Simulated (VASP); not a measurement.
# H6Pb (Im-3m) in VASP: further runs, part 2 of 2

VASP 6.6.1. The steps go on from the part before.

**3. Single point, PBE**

This run uses another cell than the first one, of 9.61 Å³/atom.

The input, INCAR:

```
SYSTEM = H6Pb
ALGO     = Normal         ! electronic algorithm
EDIFF    = 1E-6           ! SCF threshold, eV
ENCUT    = 520            ! plane-wave cutoff, eV
GGA      = PE             ! functional
ISIF     = 2              ! what is computed and relaxed
ISMEAR   = 0              ! smearing method
LASPH    = .TRUE.         ! aspherical terms in the spheres
LCHARG   = .FALSE.        ! write CHGCAR
LREAL    = .FALSE.        ! projectors in reciprocal space
LWAVE    = .FALSE.        ! write WAVECAR
NBANDS   = 19             ! bands
NELM     = 60             ! most SCF steps
PREC     = Accurate       ! precision mode
SIGMA    = 0.1            ! smearing width, eV
```

The input, KPOINTS:

```
k-points
0
G
  6 6 6
  0 0 0
```

The input, POSCAR:

```
H6Pb
1.0
   -2.5616449100      2.5616449100      2.5616449100
    2.5616449100     -2.5616449100      2.5616449100
    2.5616449100      2.5616449100     -2.5616449100
H Pb
6 1
Direct
    0.5000000000      0.7500000000      0.2500000000
    0.5000000000      0.2500000000      0.7500000000
    0.2500000000      0.5000000000      0.7500000000
    0.7500000000      0.5000000000      0.2500000000
    0.7500000000      0.2500000000      0.5000000000
    0.2500000000      0.7500000000      0.5000000000
    0.0000000000      0.0000000000      0.0000000000
```

Potentials or basis: VASP PAW PBE potentials, release 64 (H, Pb_d).

The run is started by

```
$ cat potpaw_PBE.64/H/POTCAR potpaw_PBE.64/Pb_d/POTCAR > POTCAR
$ mpirun -np 1 vasp_std > vasp.out
```

OUTCAR:

```text
SYSTEM = H6Pb
   EDIFF = 1E-6
   ENCUT = 520
   GGA = PE
   ISIF = 2
   ISMEAR = 0
   LASPH = .TRUE.
   LREAL = .FALSE.
   NELM = 60
   PREC = Accurate

 ion  position               nearest neighbor table
   1  0.500  0.750  0.250-
   2  0.500  0.250  0.750-
   3  0.250  0.500  0.750-
   4  0.750  0.500  0.250-
   5  0.750  0.250  0.500-
   6  0.250  0.750  0.500-
   7  0.000  0.000  0.000-

  LATTYP: Found a body centered cubic cell.
 ALAT       =     5.1232898200

  Lattice vectors:

 A1 = (  -2.5616449100,   2.5616449100,   2.5616449100)
 A2 = (   2.5616449100,  -2.5616449100,   2.5616449100)
 A3 = (   2.5616449100,   2.5616449100,  -2.5616449100)

Analysis of symmetry for initial positions (statically):
=====================================================================
 Subroutine PRICEL returns:
 Original cell was already a primitive cell.

 Routine SETGRP: Setting up the symmetry group for a
 body centered cubic supercell.

 Subroutine GETGRP returns: Found 48 space group operations
 (whereof 48 operations were pure point group operations)
 out of a pool of 48 trial point group operations.

The static configuration has the point symmetry O_h .

Analysis of symmetry for dynamics (positions and initial velocities):
=====================================================================
 Subroutine PRICEL returns:
 Original cell was already a primitive cell.

 Routine SETGRP: Setting up the symmetry group for a
 body centered cubic supercell.

 Subroutine GETGRP returns: Found 48 space group operations
 (whereof 48 operations were pure point group operations)
 out of a pool of 48 trial point group operations.

The dynamic configuration has the point symmetry O_h .

 Subroutine INISYM returns: Found 48 space group operations
 (whereof 48 operations are pure point group operations),
 and found     1 'primitive' translations

----------------------------------------------------------------------------------------

                                     Primitive cell

  volume of cell :      67.2383

  direct lattice vectors                    reciprocal lattice vectors
    -2.561644910  2.561644910  2.561644910     0.000000000  0.195187084  0.195187084
     2.561644910 -2.561644910  2.561644910     0.195187084  0.000000000  0.195187084
     2.561644910  2.561644910 -2.561644910     0.195187084  0.195187084  0.000000000

  length of vectors
     4.436899135  4.436899135  4.436899135     0.276036221  0.276036221  0.276036221

  position of ions in fractional coordinates (direct lattice)
     0.500000000  0.750000000  0.250000000
     0.500000000  0.250000000  0.750000000
     0.250000000  0.500000000  0.750000000
     0.750000000  0.500000000  0.250000000
     0.750000000  0.250000000  0.500000000
     0.250000000  0.750000000  0.500000000
     0.000000000  0.000000000  0.000000000

  ion indices of the primitive-cell ions
   primitive index   ion index
                 1           1
                 2           2
                 3           3
                 4           4
                 5           5
                 6           6
                 7           7

[... 26 lines left out ...]
 Following reciprocal coordinates:
            Coordinates               Weight
  0.000000  0.000000  0.000000      1.000000
  0.166667  0.000000  0.000000     12.000000
  0.333333  0.000000  0.000000     12.000000
  0.500000  0.000000  0.000000      6.000000
  0.166667  0.166667  0.000000     24.000000
  0.333333  0.166667  0.000000     48.000000
[... 8 lines left out ...]
  0.500000  0.500000  0.333333     12.000000
  0.500000  0.500000  0.500000      1.000000
   k-points           NKPTS =     16   k-points in BZ     NKDIM =     16   number of bands    NBANDS=     19
   number of dos      NEDOS =    301   number of ions     NIONS =      7
   total plane-waves  NPLWV =  46656
   dimension x,y,z NGX =    36 NGY =   36 NGZ =   36
   dimension x,y,z NGXF=    72 NGYF=   72 NGZF=   72
   ions per type =               6   1
   NGX,Y,Z   is equivalent  to a cutoff of  13.49, 13.49, 13.49 a.u.
   NGXF,Y,Z  is equivalent  to a cutoff of  26.98, 26.98, 26.98 a.u.
 SYSTEM =  H6Pb
   PREC   = accura    normal or accurate (medium, high low for compatibility)
   ISTART =      0    job   : 0-new  1-cont  2-samecut
   ICHARG =      2    charge: 1-file 2-atom 10-const
   ISPIN  =      1    spin polarized calculation?
   LNONCOLLINEAR =      F non collinear calculations
   LSORBIT =      F    spin-orbit coupling
   LASPH  =      T    aspherical Exc in radial PAW
   ENCUT  =  520.0 eV  38.22 Ry    6.18 a.u.   8.25  8.25  8.25*2*pi/ulx,y,z
   NELM   =     60;   NELMIN=  2; NELMDL= -5     # of ELM steps
   EDIFF  = 0.1E-05   stopping-criterion for ELM
   LREAL  =      F    real-space projection
   EDIFFG = 0.1E-04   stopping-criterion for IOM
   NSW    =      0    number of steps for IOM
   IBRION =     -1    ionic relax: 0-MD 1-quasi-New 2-CG
   NFREE  =      0    steps in history (QN), initial steepest desc. (CG)
   ISIF   =      2    stress and relaxation
   ISYM   =      2    0-nonsym 1-usesym 2-fastsym
   POTIM  = 0.5000    time-step for ionic-motion
   TEBEG  =    0.0;   TEEND  =   0.0 temperature during run
   PSTRESS=    0.0 pullay stress
   NELECT =      20.0000    total number of electrons
   NUPDOWN=      -1.0000    fix difference up-down
   EMIN   =  10.00;   EMAX   =-10.00  energy-range for DOS
   EFERMI =   0.00;   METHOD = LEGACY
   ISMEAR =     0;   SIGMA  =   0.10  broadening in eV -4-tet -1-fermi 0-gaus
   EFERMI_NEDOS =   21; number of points for ismear=-14 and -15
   IALGO  =     38    algorithm
   IMIX   =      4    mixing-type and parameters
     AMIX     =   0.40;   BMIX     =  1.00
     AMIX_MAG =   1.60;   BMIX_MAG =  1.00
  volume/ion in A,a.u.               =       9.61        64.82
  Fermi-wavevector in a.u.,A,eV,Ry     =   1.092813  2.065117 16.248629  1.194241
  Thomas-Fermi vector in A             =   2.229086
   LORBIT       =      0    0 simple, 1 ext, 2 COOP (PROOUT), +10 PAW based schemes
   GGA     = PE    functional components
   LHFCALC =     F    Hartree Fock is set to
   AEXX    =    0.0000 exact exchange contribution
   IVDW    =     0    specifies the selected vdW correction
   LEPSILON=     F    determine dielectric tensor
   LRPA    =     F    only Hartree local field effects (RPA)
 non-spin polarized calculation
 Gauss-broadening in eV      SIGMA  =   0.10
  energy-cutoff  :      520.00
  volume of cell :       67.24
 maximum number of plane-waves:      1865
 NGX is ok and might be reduce to    36
   NGX = 17   NGY = 17   NGZ = 17

 number of electron      20.0000001 magnetization

 Free energy of the ion-electron system (eV)
  ---------------------------------------------------
  ext. energy  EPLUGINS =         0.00000000
  ---------------------------------------------------
  free energy    TOTEN  =       -16.78493252 eV

  energy without entropy =      -16.77104506  energy(sigma->0) =      -16.77798879

 E-fermi :   2.3101     XC(G=0):  -9.2069

 val. band max:        2.2568329413   @ k =   0.3333   0.1667   0.0000
 cond. band min:       2.8792323475   @ k =  -0.3333   0.3333   0.1667
 fundamental gap:      0.6223994062
 Fermi energy:         2.3100774096

 k-point     1 :       0.0000    0.0000    0.0000
  band No.  band energies     occupation
      1     -14.9254      2.00000
      2     -14.9254      2.00000
      3     -14.9254      2.00000
      4     -14.9088      2.00000
      5     -14.9088      2.00000
      6      -8.1142      2.00000
[... 329 lines left out ...]
      6      -5.2106      2.00000
[... 11 lines left out ...]
     18      13.9881      0.00000
     19      13.9881      0.00000

------------------------ aborting loop because EDIFF is reached ----------------------------------------

  FORCE on cell =-STRESS in cart. coord.  units (eV):
  Direction    XX          YY          ZZ          XY          YZ          ZX
  --------------------------------------------------------------------------------------
  -------------------------------------------------------------------------------------
  Total       -5.1990326     -5.1990326     -5.1990326     -0.0000000     -0.0000000      0.0000000
  in kB     -123.8843205   -123.8843205   -123.8843205     -0.0000000     -0.0000000      0.0000000
  external PRESSURE =    -123.8843205 kB  Pullay stress =       0.0000000 kB

 VOLUME and BASIS-vectors are now :
 -----------------------------------------------------------------------------
  energy-cutoff  :      520.00
  volume of cell :       67.24
      direct lattice vectors                 reciprocal lattice vectors
    -2.561644910  2.561644910  2.561644910     0.000000000  0.195187084  0.195187084
     2.561644910 -2.561644910  2.561644910     0.195187084  0.000000000  0.195187084
     2.561644910  2.561644910 -2.561644910     0.195187084  0.195187084  0.000000000

 POSITION                                       TOTAL-FORCE (eV/Angst)
 -----------------------------------------------------------------------------------
      1.28082      0.00000      2.56164         0.000000      0.000000     -0.000000
      1.28082      2.56164      0.00000        -0.000000     -0.000000      0.000000
      2.56164      1.28082      0.00000        -0.000000     -0.000000      0.000000
      0.00000      1.28082      2.56164         0.000000      0.000000     -0.000000
      0.00000      2.56164      1.28082        -0.000000     -0.000000      0.000000
      2.56164      0.00000      1.28082        -0.000000      0.000000     -0.000000
      0.00000      0.00000      0.00000         0.000000      0.000000     -0.000000
 -----------------------------------------------------------------------------------
    total drift:                               -0.000000      0.000000      0.000000

  FREE ENERGIE OF THE ION-ELECTRON SYSTEM (eV)
  ---------------------------------------------------
  free  energy   TOTEN  =       -16.7849325235 eV

  energy  without entropy=      -16.7710450638  energy(sigma->0) =      -16.77798879
```

Wall time 29 s (1 thread of Intel Xeon 8259CL, shared host); peak memory 0.2 GiB.

Results:

```yaml
Free_energy: -16.7849 eV
Pressure: -12.4 GPa
Band_gap_on_the_k_mesh: zero (bands 10 and 11 overlap by 4.61 eV)
```

Levels at points of the mesh, in eV from the Fermi level:
```csv
k point,band 7,band 8,band 9,band 10,band 11,band 12,band 13,band 14
"(0.00, 0.00, 0.00)",-3.02,-0.55,-0.55,-0.55,1.26,1.26,2.39,2.39
"(0.50, 0.00, 0.00)",-6.64,-3.38,-1.80,-1.06,0.78,2.84,3.45,3.73
"(0.50, 0.50, 0.50)",-4.52,-4.52,-2.98,-2.98,-2.98,4.17,4.17,4.17
```

Caveat: the cell stands under tension; spin-orbit coupling is left out, which moves the levels of the heavy elements.

**4. Relaxation of cell and atoms, PBE**

This run uses another cell than the first one, of 9.61 Å³/atom.

The input, INCAR:

```
SYSTEM = H6Pb
  PREC = Accurate
  ENCUT = 600
  EDIFF = 1E-6
  ISMEAR = 0
  SIGMA = 0.1
  LREAL = .False.
  LASPH = .True.
  NELM = 60
  ALGO = Normal
  ISIF = 3
  LWAVE = .False.
  LCHARG = .False.
  GGA = PE
  IBRION = 2
  NSW = 90
  EDIFFG = -0.04
```

The input, KPOINTS:

```
regular mesh
0
Gamma
  6 6 6
  0 0 0
```

POSCAR is that of step 3.

Potentials or basis: VASP PAW PBE potentials, release 64 (H, Pb_d).

The run is started by

```
$ cat potpaw_PBE.64/H/POTCAR potpaw_PBE.64/Pb_d/POTCAR > POTCAR
$ mpirun -np 1 vasp_std > vasp.out
```

OUTCAR:

```text
SYSTEM = H6Pb
   PREC = Accurate
   ENCUT = 600
   EDIFF = 1E-6
   ISMEAR = 0
   LREAL = .False.
   LASPH = .True.
   NELM = 60
   ISIF = 3
   GGA = PE
   IBRION = 2
   NSW = 90
   EDIFFG = -0.04

 ion  position               nearest neighbor table
   1  0.500  0.750  0.250-
   2  0.500  0.250  0.750-
   3  0.250  0.500  0.750-
   4  0.750  0.500  0.250-
   5  0.750  0.250  0.500-
   6  0.250  0.750  0.500-
   7  0.000  0.000  0.000-

  LATTYP: Found a body centered cubic cell.
 ALAT       =     5.1232898200

  Lattice vectors:

 A1 = (  -2.5616449100,   2.5616449100,   2.5616449100)
 A2 = (   2.5616449100,  -2.5616449100,   2.5616449100)
 A3 = (   2.5616449100,   2.5616449100,  -2.5616449100)

Analysis of symmetry for initial positions (statically):
=====================================================================
 Subroutine PRICEL returns:
 Original cell was already a primitive cell.

 Routine SETGRP: Setting up the symmetry group for a
 body centered cubic supercell.

 Subroutine GETGRP returns: Found 48 space group operations
 (whereof 48 operations were pure point group operations)
 out of a pool of 48 trial point group operations.

The static configuration has the point symmetry O_h .

[... 170 lines left out ...]
  Total       -5.1520063     -5.1520063     -5.1520063     -0.0000000     -0.0000000     -0.0000000
  in kB     -122.7637629   -122.7637629   -122.7637629     -0.0000000     -0.0000000     -0.0000000
  external PRESSURE =    -122.7637629 kB  Pullay stress =       0.0000000 kB
[... 28 lines left out ...]
--------------------------------------- Ionic step        2  -------------------------------------------

 number of electron      19.9999994 magnetization

 E-fermi :   3.0698     XC(G=0):  -9.6373

 val. band max:        3.0136456584   @ k =   0.3333   0.1667   0.0000
 cond. band min:       3.7068033941   @ k =  -0.3333   0.3333   0.1667
 fundamental gap:      0.6931577357
 Fermi energy:         3.0697822959

 k-point     1 :       0.0000    0.0000    0.0000
  band No.  band energies     occupation
      1     -13.9667      2.00000
      2     -13.9667      2.00000
      3     -13.9667      2.00000
      4     -13.9425      2.00000
      5     -13.9425      2.00000
      6      -7.9893      2.00000
      7       0.5636      2.00000
      8       2.4863      2.00000
      9       2.4863      2.00000
     10       2.4863      2.00000
     11       4.4290      0.00000
     12       4.4290      0.00000
     13       5.7883      0.00000
     14       5.7883      0.00000
[... 375 lines left out ...]
--------------------------------------- Ionic step        5  -------------------------------------------

 number of electron      20.0000001 magnetization

 Free energy of the ion-electron system (eV)
  ---------------------------------------------------
  ext. energy  EPLUGINS =         0.00000000
  ---------------------------------------------------
  free energy    TOTEN  =       -17.67568989 eV

  energy without entropy =      -17.66271590  energy(sigma->0) =      -17.66920290

 E-fermi :   4.7400     XC(G=0): -10.4955

 val. band max:        4.6947569663   @ k =  -0.3333   0.5000   0.1667
 cond. band min:       4.7420756314   @ k =  -0.3333   0.3333   0.3333
 fundamental gap:      0.0473186651
 Fermi energy:         4.7400462095

 k-point     1 :       0.0000    0.0000    0.0000
  band No.  band energies     occupation
      1     -12.0194      2.00000
      2     -12.0194      2.00000
      3     -12.0194      2.00000
      4     -11.9703      2.00000
      5     -11.9703      2.00000
      6      -7.8163      2.00000
      7       3.4877      2.00000
      8       4.0367      2.00000
      9       4.0367      2.00000
     10       4.0367      2.00000
     11       6.2918      0.00000
     12       6.2918      0.00000
     13       8.1537      0.00000
     14       8.1537      0.00000
[... 287 lines left out ...]
  FREE ENERGIE OF THE ION-ELECTRON SYSTEM (eV)
  ---------------------------------------------------
  free  energy   TOTEN  =       -17.6756898908 eV

  energy  without entropy=      -17.6627159034  energy(sigma->0) =      -17.66920290

 reached required accuracy - stopping structural energy minimisation
```

OSZICAR:

```text
N       E                     dE             d eps       ncg     rms          rms(c)
DAV:   1     0.143843255000E+03    0.14384E+03   -0.10169E+04   448   0.155E+03
DAV:   2    -0.726541755883E+01   -0.15111E+03   -0.14777E+03   460   0.355E+02
DAV:   3    -0.172582970467E+02   -0.99929E+01   -0.99271E+01   586   0.969E+01
[... 47 lines left out ...]
DAV:   2    -0.176810517453E+02    0.33770E-01   -0.75089E-02   544   0.571E+00    0.394E-01
DAV:   3    -0.176757017584E+02    0.53500E-02   -0.28168E-02   562   0.323E+00    0.458E-02
DAV:   4    -0.176756863407E+02    0.15418E-04   -0.81351E-04   478   0.427E-01    0.189E-02
DAV:   5    -0.176756895749E+02   -0.32343E-05   -0.11572E-04   558   0.201E-01    0.137E-02
DAV:   6    -0.176756898908E+02   -0.31587E-06   -0.74595E-06   472   0.444E-02
   5 F= -.17675690E+02 E0= -.17669203E+02  d E =-.889776E+00
```

CONTCAR:

```text
H6Pb
   1.00000000000000
    -2.3075116276770333    2.3075116276770333    2.3075116276770333
     2.3075116276770333   -2.3075116276770333    2.3075116276770333
     2.3075116276770333    2.3075116276770333   -2.3075116276770333
  H               Pb
     6     1
Direct
     0.5000000000000000    0.7500000000000000    0.2500000000000000
     0.5000000000000000    0.2500000000000000    0.7500000000000000
     0.2500000000000000    0.5000000000000000    0.7500000000000000
     0.7500000000000000    0.5000000000000000    0.2500000000000000
     0.7500000000000000    0.2500000000000000    0.5000000000000000
     0.2500000000000000    0.7500000000000000    0.5000000000000000
     0.0000000000000000    0.0000000000000000    0.0000000000000000

  0.00000000E+00  0.00000000E+00  0.00000000E+00
  0.00000000E+00  0.00000000E+00  0.00000000E+00
  0.00000000E+00  0.00000000E+00  0.00000000E+00
  0.00000000E+00  0.00000000E+00  0.00000000E+00
  0.00000000E+00  0.00000000E+00  0.00000000E+00
  0.00000000E+00  0.00000000E+00  0.00000000E+00
  0.00000000E+00  0.00000000E+00  0.00000000E+00
```

Run time: 98 s. Hardware: 1 thread of Intel Xeon 8259CL, shared host; peak memory 0.22 GiB.

Results:

```
Free energy                           : -17.6757 eV
Relaxed volume                        : 7.02 Å³/atom
Relaxed cell                          : a = 3.997 Å, b = 3.997 Å, c = 3.997 Å, α = 109.47°, β = 109.47°, γ = 109.47°
Space group after relaxing (to 0.1 Å) : Im-3m (No. 229)
Energy gained by relaxing             : 127.1 meV/atom
Ionic steps                           : 5
Pressure after relaxing               : -0.1 GPa
Band gap on the k mesh                : zero (bands 10 and 11 overlap by 6.12 eV)
```

The path:
```csv
step,energy change (eV),largest force (eV/Å),pressure (GPa),volume (Å³)
1,0.0000,0.0000,-12.28,67.24
2,-0.4837,0.0000,-9.87,60.33
3,-0.8518,0.0000,-3.80,52.16
4,-0.8873,0.0000,1.07,48.38
5,-0.8898,0.0000,-0.07,49.15
```

Final structure:
```cif
data_structure
_symmetry_space_group_name_H-M 'P 1'
_symmetry_Int_Tables_number 1
_cell_length_a 3.9967
_cell_length_b 3.9967
_cell_length_c 3.9967
_cell_angle_alpha 109.471
_cell_angle_beta 109.471
_cell_angle_gamma 109.471
_cell_volume 49.15
loop_
_atom_site_label
_atom_site_type_symbol
_atom_site_fract_x
_atom_site_fract_y
_atom_site_fract_z
_atom_site_occupancy
H1 H 0.50000 0.75000 0.25000 1
H2 H 0.50000 0.25000 0.75000 1
H3 H 0.25000 0.50000 0.75000 1
H4 H 0.75000 0.50000 0.25000 1
H5 H 0.75000 0.25000 0.50000 1
H6 H 0.25000 0.75000 0.50000 1
Pb1 Pb 0.00000 0.00000 0.00000 1
```

Caveat: the volume moved by over 15 % at a fixed basis, so the end points are rough; spin-orbit coupling is left out, which moves the levels of the heavy elements.

**5. Overview**

```tsv
task	cell	cutoff (eV)	gap on the mesh (eV)	pressure (GPa)
single point	a = 3.996 Å, angles 109.5°, 7 atoms	520	none	-0.2
single point	a = 4.437 Å, angles 109.5°, 7 atoms	520	none	-12.4
relaxation of cell and atoms	relaxed from a = 4.437 Å, angles 109.5°, 7 atoms	600	none	-0.1
```

Alike in all rows: level PBE; potentials or basis VASP PAW PBE potentials, release 64 (H, Pb_d); no spin polarisation; k mesh 6 × 6 × 6; smearing gaussian 0.1 eV.

Caveats: spin-orbit coupling is left out, which moves the levels of the heavy elements; the cell stands under tension (at least some runs); the volume moved by over 15 % at a fixed basis, so the end points are rough (at least some runs).

Total energies depend on the potentials used, so only differences within one code and one set of settings carry meaning.
